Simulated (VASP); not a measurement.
# W (P6_3/mmc) in VASP: further runs

W is run at these levels: PBEsol; tasks: single point.

Program: VASP 6.6.1. These are calculated values, not measurements. Logs are shortened: lines on timing, memory, paths and dates and some standing lists are left out, and cuts for length are marked.

## 1. The cell of the first run

It takes space group P6_3/mmc (No. 194, hexagonal). The conventional cell has a = 2.868 Å, b = 2.868 Å, c = 10.079 Å, α = 90.00°, β = 90.00°, γ = 120.00°. W (site symmetry -3m) has 12 W at 2.87 to 3.02 Å within 3.8 Å. Within 3.8 Å of W (site symmetry -6m2) lie 12 W at 2.87 to 3.02 Å.

## 2. Single point, PBEsol (volume scaled by 1.12)

Contents of INCAR:

```
SYSTEM = W
ALGO = Normal
EDIFF = 1E-6
ENCUT = 520
GGA = PS
ISIF = 2
ISMEAR = -1
LASPH = .True.
LCHARG = .True.
LELF = .True.
LREAL = .False.
LVHAR = .True.
LWAVE = .False.
NBANDS = 36
NELM = 80
PREC = Accurate
SIGMA = 0.1
```

Contents of KPOINTS:

```
k-points
0
Gamma
  15 15 4
  0 0 0
```

Contents of POSCAR:

```
W
1.0
    2.8679575836      0.0000000000      0.0000000000
   -1.4339787918      2.4837241244      0.0000000000
    0.0000000000      0.0000000000     10.0790041244
W
4
Direct
    0.0000000000      0.0000000000      1.0000000000
    0.0000000000      0.0000000000      0.5000000000
    0.3333333333      0.6666666667      0.2500000000
    0.6666666667      0.3333333333      0.7500000000
```

Potentials or basis: VASP PAW PBE potentials, release 64 (W_sv).

On the command line:

```
$ cat potpaw_PBE.64/W_sv/POTCAR > POTCAR
$ mpirun -np 1 vasp_std > vasp.out
```

OUTCAR:

```text
SYSTEM = W
   EDIFF = 1E-6
   ENCUT = 520
   GGA = PS
   ISIF = 2
   ISMEAR = -1
   LASPH = .True.
   LREAL = .False.
   NELM = 80
   PREC = Accurate

 ion  position               nearest neighbor table
   1  0.000  0.000  0.000-   3 3.02   4 3.02   4 3.02   3 3.02   4 3.02   3 3.02
   2  0.000  0.000  0.500-   3 3.02   4 3.02   4 3.02   3 3.02   4 3.02   3 3.02
   3  0.333  0.667  0.250-   1 3.02   2 3.02   1 3.02   2 3.02   1 3.02   2 3.02
   4  0.667  0.333  0.750-   1 3.02   2 3.02   1 3.02   2 3.02   1 3.02   2 3.02

  LATTYP: Found a hexagonal cell.
 ALAT       =     2.8679575836
 C/A-ratio  =     3.5143490901

  Lattice vectors:

 A1 = (   2.8679575836,   0.0000000000,   0.0000000000)
 A2 = (  -1.4339787918,   2.4837241244,   0.0000000000)
 A3 = (   0.0000000000,   0.0000000000,  10.0790041244)

Analysis of symmetry for initial positions (statically):
=====================================================================
 Subroutine PRICEL returns:
 Original cell was already a primitive cell.

 Routine SETGRP: Setting up the symmetry group for a
 hexagonal supercell.

 Subroutine GETGRP returns: Found 24 space group operations
 (whereof 12 operations were pure point group operations)
 out of a pool of 24 trial point group operations.

The static configuration has the point symmetry D_3d.
 The point group associated with its full space group is D_6h.

Analysis of symmetry for dynamics (positions and initial velocities):
=====================================================================
 Subroutine PRICEL returns:
 Original cell was already a primitive cell.

 Routine SETGRP: Setting up the symmetry group for a
 hexagonal supercell.

 Subroutine GETGRP returns: Found 24 space group operations
 (whereof 12 operations were pure point group operations)
 out of a pool of 24 trial point group operations.

The dynamic configuration has the point symmetry D_3d.
 The point group associated with its full space group is D_6h.

 Subroutine INISYM returns: Found 24 space group operations
 (whereof 12 operations are pure point group operations),
 and found     1 'primitive' translations

----------------------------------------------------------------------------------------

                                     Primitive cell

  volume of cell :      71.7949

[... 84 lines left out ...]
   ISTART =      0    job   : 0-new  1-cont  2-samecut
   ICHARG =      2    charge: 1-file 2-atom 10-const
   ISPIN  =      1    spin polarized calculation?
   LNONCOLLINEAR =      F non collinear calculations
   LSORBIT =      F    spin-orbit coupling
   LASPH  =      T    aspherical Exc in radial PAW
   ENCUT  =  520.0 eV  38.22 Ry    6.18 a.u.   5.33  5.33 18.74*2*pi/ulx,y,z
   NELM   =     80;   NELMIN=  2; NELMDL= -5     # of ELM steps
   EDIFF  = 0.1E-05   stopping-criterion for ELM
   LREAL  =      F    real-space projection
   EDIFFG = 0.1E-04   stopping-criterion for IOM
   NSW    =      0    number of steps for IOM
   IBRION =     -1    ionic relax: 0-MD 1-quasi-New 2-CG
   NFREE  =      0    steps in history (QN), initial steepest desc. (CG)
   ISIF   =      2    stress and relaxation
   ISYM   =      2    0-nonsym 1-usesym 2-fastsym
   POTIM  = 0.5000    time-step for ionic-motion
   TEBEG  =    0.0;   TEEND  =   0.0 temperature during run
   PSTRESS=    0.0 pullay stress
   NELECT =      56.0000    total number of electrons
   NUPDOWN=      -1.0000    fix difference up-down
   EMIN   =  10.00;   EMAX   =-10.00  energy-range for DOS
   EFERMI =   0.00;   METHOD = LEGACY
   ISMEAR =    -1;   SIGMA  =   0.10  broadening in eV -4-tet -1-fermi 0-gaus
   EFERMI_NEDOS =   21; number of points for ismear=-14 and -15
   IALGO  =     38    algorithm
   IMIX   =      4    mixing-type and parameters
     AMIX     =   0.40;   BMIX     =  1.00
     AMIX_MAG =   1.60;   BMIX_MAG =  1.00
  volume/ion in A,a.u.               =      17.95       121.12
  Fermi-wavevector in a.u.,A,eV,Ry     =   1.506976  2.847771 30.898504  2.270976
  Thomas-Fermi vector in A             =   2.617623
   LORBIT       =      0    0 simple, 1 ext, 2 COOP (PROOUT), +10 PAW based schemes
   GGA     = PS    functional components
   LHFCALC =     F    Hartree Fock is set to
   AEXX    =    0.0000 exact exchange contribution
   IVDW    =     0    specifies the selected vdW correction
   LEPSILON=     F    determine dielectric tensor
   LRPA    =     F    only Hartree local field effects (RPA)
 non-spin polarized calculation
  energy-cutoff  :      520.00
  volume of cell :       71.79
 maximum number of plane-waves:      1969
 NGX is ok and might be reduce to    24
   NGX = 11   NGY = 11   NGZ = 37

 number of electron      55.9999987 magnetization

 Free energy of the ion-electron system (eV)
  ---------------------------------------------------
  ext. energy  EPLUGINS =         0.00000000
  ---------------------------------------------------
  free energy    TOTEN  =       -52.62120937 eV

  energy without entropy =      -52.47442744  energy(sigma->0) =      -52.54781840

 E-fermi :   9.2202     XC(G=0): -13.0568

 val. band max:        9.2191915784   @ k =   0.0000   0.0000   0.2500
 cond. band min:       9.2280033188   @ k =   0.4000   0.2000   0.0000
 fundamental gap:      0.0088117404
 Fermi energy:         9.2202393583

 k-point     1 :       0.0000    0.0000    0.0000
  band No.  band energies     occupation
      1     -64.6738      2.00000
      2     -64.6583      2.00000
      3     -64.6335      2.00000
      4     -64.6180      2.00000
      5     -29.2195      2.00000
      6     -28.8920      2.00000
[... 925 lines left out ...]
     35      13.2726      0.00000
     36      13.4250      0.00000

 [... further k-points ...]
[... 5 lines left out ...]
  --------------------------------------------------------------------------------------
  -------------------------------------------------------------------------------------
  Total      -12.6414441    -12.6414441    -10.8067241      0.0000000     -0.0000000     -0.0000000
  in kB     -282.1068082   -282.1068082   -241.1631483      0.0000000     -0.0000000     -0.0000000
  external PRESSURE =    -268.4589216 kB  Pullay stress =       0.0000000 kB

 VOLUME and BASIS-vectors are now :
 -----------------------------------------------------------------------------
  energy-cutoff  :      520.00
  volume of cell :       71.79
      direct lattice vectors                 reciprocal lattice vectors
     2.867957584  0.000000000  0.000000000     0.348680192  0.201310603  0.000000000
    -1.433978792  2.483724124  0.000000000     0.000000000  0.402621205  0.000000000
     0.000000000  0.000000000 10.079004124     0.000000000  0.000000000  0.099216151

 POSITION                                       TOTAL-FORCE (eV/Angst)
 -----------------------------------------------------------------------------------
      0.00000      0.00000      0.00000        -0.000000      0.000000     -0.000000
      0.00000      0.00000      5.03950        -0.000000      0.000000     -0.000000
     -0.00000      1.65582      2.51975        -0.000000      0.000000      0.000000
      1.43398      0.82791      7.55925         0.000000      0.000000     -0.000000
 -----------------------------------------------------------------------------------
    total drift:                               -0.000000      0.000000     -0.000000

  FREE ENERGIE OF THE ION-ELECTRON SYSTEM (eV)
  ---------------------------------------------------
  free  energy   TOTEN  =       -52.6212093682 eV

  energy  without entropy=      -52.4744274388  energy(sigma->0) =      -52.54781840
```

OSZICAR:

```text
N       E                     dE             d eps       ncg     rms          rms(c)
DAV:   1     0.687314886202E+03    0.68731E+03   -0.31920E+04  5832   0.179E+03
DAV:   2    -0.195671704162E+02   -0.70688E+03   -0.69304E+03  6152   0.565E+02
DAV:   3    -0.546642915521E+02   -0.35097E+02   -0.33718E+02  6916   0.119E+02
DAV:   4    -0.557009132693E+02   -0.10366E+01   -0.10127E+01  7140   0.184E+01
DAV:   5    -0.557188178704E+02   -0.17905E-01   -0.17849E-01  7008   0.254E+00    0.338E+01
DAV:   6    -0.531986477708E+02    0.25202E+01   -0.40237E+00  6492   0.137E+01    0.117E+01
DAV:   7    -0.526465549527E+02    0.55209E+00   -0.16947E+00  6732   0.796E+00    0.118E+00
DAV:   8    -0.526218709398E+02    0.24684E-01   -0.38271E-02  7064   0.130E+00    0.198E-01
DAV:   9    -0.526214435816E+02    0.42736E-03   -0.53042E-03  7732   0.615E-01    0.109E-01
DAV:  10    -0.526211970915E+02    0.24649E-03   -0.14068E-03  7208   0.370E-01    0.544E-02
DAV:  11    -0.526212091644E+02   -0.12073E-04   -0.65032E-05  6400   0.591E-02    0.123E-02
DAV:  12    -0.526212093682E+02   -0.20379E-06   -0.35089E-06  5888   0.131E-02
   1 F= -.52621209E+02 E0= -.52547818E+02  d E =-.146782E+00
```

stdout:

```text
POSCAR found type information on POSCAR W
 POSCAR found :  1 types and       4 ions
 scaLAPACK will be used
 -----------------------------------------------------------------------------
|                                                                             |
|                                                                             |
|     You enforced a specific xc type in the INCAR file but a different       |
|     I HOPE YOU KNOW WHAT YOU ARE DOING!                                     |
|                                                                             |
 -----------------------------------------------------------------------------

 LDA part: xc-table for (Slater+PW92), standard interpolation
 POSCAR, INCAR and KPOINTS ok, starting setup
 FFT: planning ... GRIDC
 FFT: planning ... GRID_SOFT
 FFT: planning ... GRID
 WAVECAR not read
 entering main loop
```

It took 1.7 min on 1 thread of AMD EPYC 9R45 (Zen 5), shared host; peak memory 0.27 GiB.

Results:

| Quantity | Value |
| --- | --- |
| Free energy | -52.6212 eV |
| Pressure | -26.8 GPa |
| Band gap on the k mesh | zero (band 28 reaches 10.33 eV, above the bottom of band 29 at 8.70 eV) |

Stress tensor (GPa, compression positive):
```
-28.21   0.00   0.00
  0.00 -28.21   0.00
  0.00   0.00 -24.12
```

Levels at points of the mesh, in eV from the Fermi level:
```tsv
k point	band 24	band 25	band 26	band 27	band 28	band 29	band 30	band 31	band 32	band 33
(0.00, 0.00, 0.00)	-0.48	-0.48	-0.36	-0.36	-0.30	-0.10	-0.10	0.05	0.05	1.93
(0.00, 0.00, 0.50)	-1.21	-0.37	-0.37	-0.37	-0.37	-0.10	-0.10	-0.10	-0.10	2.24
```

Caveat: the cell differs from its parent crystal (volume scaled by 1.12); the PAW data sets were made with another functional, which shifts forces and pressure a little; spin-orbit coupling is left out, which moves the levels of the heavy elements.

## 3. Single point, PBEsol

This run uses another cell than the first one, of 16.03 Å³/atom, 0.893 times its volume.

Contents of INCAR:

```
SYSTEM = W
  PREC = Accurate
  ENCUT = 520
  EDIFF = 1E-6
  ISMEAR = -1
  SIGMA = 0.1
  LREAL = .FALSE.
  LASPH = .TRUE.
  NELM = 60
  ALGO = Normal
  ISIF = 2
  LWAVE = .FALSE.
  LCHARG = .TRUE.
  GGA = PS
  LELF = .TRUE.
  LVHAR = .TRUE.
  NBANDS = 36
```

Contents of KPOINTS:

```
Automatic mesh
0
G
  17 17 5
  0 0 0
```

Contents of POSCAR:

```
W
1.0
    2.7616377865      0.0000000000      0.0000000000
   -1.3808188933      2.3916484792      0.0000000000
    0.0000000000      0.0000000000      9.7053592423
W
4
Direct
    0.0000000000      0.0000000000      1.0000000000
    0.0000000000      0.0000000000      0.5000000000
    0.3333333333      0.6666666667      0.2500000000
    0.6666666667      0.3333333333      0.7500000000
```

Potentials or basis: VASP PAW PBE potentials, release 64 (W_sv).

On the command line:

```
$ cat potpaw_PBE.64/W_sv/POTCAR > POTCAR
$ mpirun -np 1 vasp_std > vasp.out
```

OUTCAR:

```text
SYSTEM = W
   PREC = Accurate
   ENCUT = 520
   EDIFF = 1E-6
   ISMEAR = -1
   LREAL = .FALSE.
   LASPH = .TRUE.
   NELM = 60
   ISIF = 2
   GGA = PS

 ion  position               nearest neighbor table
   1  0.000  0.000  0.000-   3 2.90   4 2.90   4 2.90   3 2.90   4 2.90   3 2.90
   2  0.000  0.000  0.500-   3 2.90   4 2.90   4 2.90   3 2.90   4 2.90   3 2.90
   3  0.333  0.667  0.250-   1 2.90   2 2.90   1 2.90   2 2.90   1 2.90   2 2.90
   4  0.667  0.333  0.750-   1 2.90   2 2.90   1 2.90   2 2.90   1 2.90   2 2.90

  LATTYP: Found a hexagonal cell.
 ALAT       =     2.7616377865
 C/A-ratio  =     3.5143490901

  Lattice vectors:

 A1 = (   2.7616377865,   0.0000000000,   0.0000000000)
 A2 = (  -1.3808188933,   2.3916484792,   0.0000000000)
 A3 = (   0.0000000000,   0.0000000000,   9.7053592423)

Analysis of symmetry for initial positions (statically):
=====================================================================
 Subroutine PRICEL returns:
 Original cell was already a primitive cell.

 Routine SETGRP: Setting up the symmetry group for a
 hexagonal supercell.

[... 166 lines left out ...]
  ext. energy  EPLUGINS =         0.00000000
  ---------------------------------------------------
  free energy    TOTEN  =       -53.31485519 eV

  energy without entropy =      -53.18308270  energy(sigma->0) =      -53.24896895

 E-fermi :  10.7357     XC(G=0): -13.6838

 val. band max:       10.7267321544   @ k =   0.1765  -0.0000   0.0000
 cond. band min:      10.7379538253   @ k =   0.0588  -0.0000   0.4000
 fundamental gap:      0.0112216708
 Fermi energy:        10.7357247315

 k-point     1 :       0.0000    0.0000    0.0000
  band No.  band energies     occupation
      1     -62.9443      2.00000
      2     -62.9160      2.00000
      3     -62.8799      2.00000
      4     -62.8514      2.00000
      5     -27.7295      2.00000
      6     -27.2425      2.00000
[... 925 lines left out ...]
     35      14.4435      0.00000
     36      14.7917      0.00000

 [... further k-points ...]
[... 5 lines left out ...]
  --------------------------------------------------------------------------------------
  -------------------------------------------------------------------------------------
  Total        0.2566515      0.2566515      0.0914479     -0.0000000     -0.0000000      0.0000000
  in kB        6.4147349      6.4147349      2.2856442     -0.0000000     -0.0000000      0.0000000
  external PRESSURE =       5.0383714 kB  Pullay stress =       0.0000000 kB

 VOLUME and BASIS-vectors are now :
 -----------------------------------------------------------------------------
  energy-cutoff  :      520.00
  volume of cell :       64.10
      direct lattice vectors                 reciprocal lattice vectors
     2.761637787  0.000000000  0.000000000     0.362103968  0.209060823  0.000000000
    -1.380818893  2.391648479  0.000000000     0.000000000  0.418121647  0.000000000
     0.000000000  0.000000000  9.705359242     0.000000000  0.000000000  0.103035856

 POSITION                                       TOTAL-FORCE (eV/Angst)
 -----------------------------------------------------------------------------------
      0.00000      0.00000      0.00000         0.000000      0.000000     -0.000000
      0.00000      0.00000      4.85268         0.000000      0.000000     -0.000000
     -0.00000      1.59443      2.42634         0.000000     -0.000000      0.000000
      1.38082      0.79722      7.27902        -0.000000      0.000000     -0.000000
 -----------------------------------------------------------------------------------
    total drift:                               -0.000000      0.000000      0.000000

  FREE ENERGIE OF THE ION-ELECTRON SYSTEM (eV)
  ---------------------------------------------------
  free  energy   TOTEN  =       -53.3148551895 eV

  energy  without entropy=      -53.1830827028  energy(sigma->0) =      -53.24896895
```

OSZICAR:

```text
N       E                     dE             d eps       ncg     rms          rms(c)
DAV:   1     0.692539347774E+03    0.69254E+03   -0.31758E+04  7136   0.183E+03
DAV:   2    -0.195845834895E+02   -0.71212E+03   -0.69774E+03  7492   0.576E+02
DAV:   3    -0.549689349093E+02   -0.35384E+02   -0.34021E+02  8408   0.122E+02
DAV:   4    -0.559353197862E+02   -0.96638E+00   -0.94778E+00  8532   0.182E+01
DAV:   5    -0.559501775259E+02   -0.14858E-01   -0.14822E-01  8280   0.239E+00    0.415E+01
DAV:   6    -0.538736340644E+02    0.20765E+01   -0.28591E+00  7884   0.123E+01    0.166E+01
DAV:   7    -0.533355573858E+02    0.53808E+00   -0.15545E+00  8212   0.818E+00    0.932E-01
DAV:   8    -0.533173460993E+02    0.18211E-01   -0.45932E-02  8432   0.187E+00    0.310E-01
DAV:   9    -0.533149934789E+02    0.23526E-02   -0.16166E-02  8568   0.118E+00    0.948E-02
DAV:  10    -0.533148482276E+02    0.14525E-03   -0.10481E-03  9012   0.311E-01    0.520E-02
DAV:  11    -0.533148546883E+02   -0.64608E-05   -0.75178E-05  8148   0.616E-02    0.308E-02
DAV:  12    -0.533148551895E+02   -0.50120E-06   -0.92697E-06  8520   0.243E-02
   1 F= -.53314855E+02 E0= -.53248969E+02  d E =-.131772E+00
```

stdout:

```text
POSCAR found type information on POSCAR W
 POSCAR found :  1 types and       4 ions
 scaLAPACK will be used
 -----------------------------------------------------------------------------
|                                                                             |
|                                                                             |
|     You enforced a specific xc type in the INCAR file but a different       |
|     I HOPE YOU KNOW WHAT YOU ARE DOING!                                     |
|                                                                             |
 -----------------------------------------------------------------------------

 LDA part: xc-table for (Slater+PW92), standard interpolation
 POSCAR, INCAR and KPOINTS ok, starting setup
 FFT: planning ... GRIDC
 FFT: planning ... GRID_SOFT
 FFT: planning ... GRID
 WAVECAR not read
 entering main loop
```

Wall time 1.8 min (1 thread of AMD EPYC 9R45 (Zen 5), shared host); peak memory 0.27 GiB.

Results:

| Item | Value |
| --- | --- |
| Free energy | -53.3149 eV |
| Pressure | 0.5 GPa |
| Band gap on the k mesh | zero (band 28 reaches 12.22 eV, above the bottom of band 29 at 10.09 eV) |

Caveat: the PAW data sets were made with another functional, which shifts forces and pressure a little; spin-orbit coupling is left out, which moves the levels of the heavy elements.
